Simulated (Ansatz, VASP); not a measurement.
**One calculation of Ge, two programs**

Contents of POSCAR:

```
Ge
1.0
    0.0000000000      2.0876356486      2.0876356486
    2.0876356486      0.0000000000      2.0876356486
    2.0876356486      2.0876356486      0.0000000000
Ge
1
Direct
    0.0000000000      0.0000000000      0.0000000000
```

INCAR.step1

```
  ALGO = Normal
  EDIFF = 1E-4
  ENCUT = 520
  GGA = PE
  ISMEAR = -1
  LASPH = T
  LCHARG = F
  LREAL = F
  LWAVE = T
  NBANDS = 13
  NELM = 60
  PREC = Accurate
  SIGMA = 0.1
```

The input INCAR.step2:

```
  ALGO = Normal
  EDIFF = 1E-6
  ENCUT = 520
  ISIF = 2
  ISMEAR = -1
  ISTART = 1
  LASPH = T
  LCHARG = F
  LMIXTAU = T
  LREAL = F
  LWAVE = F
  METAGGA = R2SCAN
  NBANDS = 13
  NELM = 60
  PREC = Accurate
  SIGMA = 0.1
```

KPOINTS

```
k-points
0
Gamma
  14 14 14
```

Input for Ansatz:

```yaml
crystal:
  lattice:
    - [0.0, 2.0876356486, 2.0876356486]
    - [2.0876356486, 0.0, 2.0876356486]
    - [2.0876356486, 2.0876356486, 0.0]
  atoms:
    - { symbol: Ge, position: [0.0, 0.0, 0.0] }
hamiltonian:
  xc: r2scan
  pseudopotentials:
    kind: paw
    azcp:
      Ge: "pseudopotentials/Ge.paw.azcp"
basis:
  ecutwfc: 500
  fft_grid_basis: typed
kpoints:
  mp_grid: { grid: [14, 14, 14], shift: [0, 0, 0] }
magnetization:
  spin_polarized: false
scf:
  occupations: { method: fermi_dirac, width: 0.1 }
  lower_state_search: "off"
output:
  stress: true
```

Alike in both runs: task single point; functional r2SCAN; k mesh 14 × 14 × 14; occupations fermi-dirac, width 0.1 eV; no spin polarisation.

|  | VASP | Ansatz |
| --- | --- | --- |
| version | VASP 6.6.1 | Ansatz 0.2.0 |
| potentials or method | VASP PAW PBE potentials, release 64 (Ge_d), cutoff 520 eV | plane waves (500 eV) with PAW, scalar-relativistic |
| valence electrons in the cell | 14 | 14 |

```csv
,VASP,Ansatz,Ansatz less VASP
pressure (GPa),3.3,3.3,+0.05
```

VASP's potentials were made for PBE, not for r2SCAN.
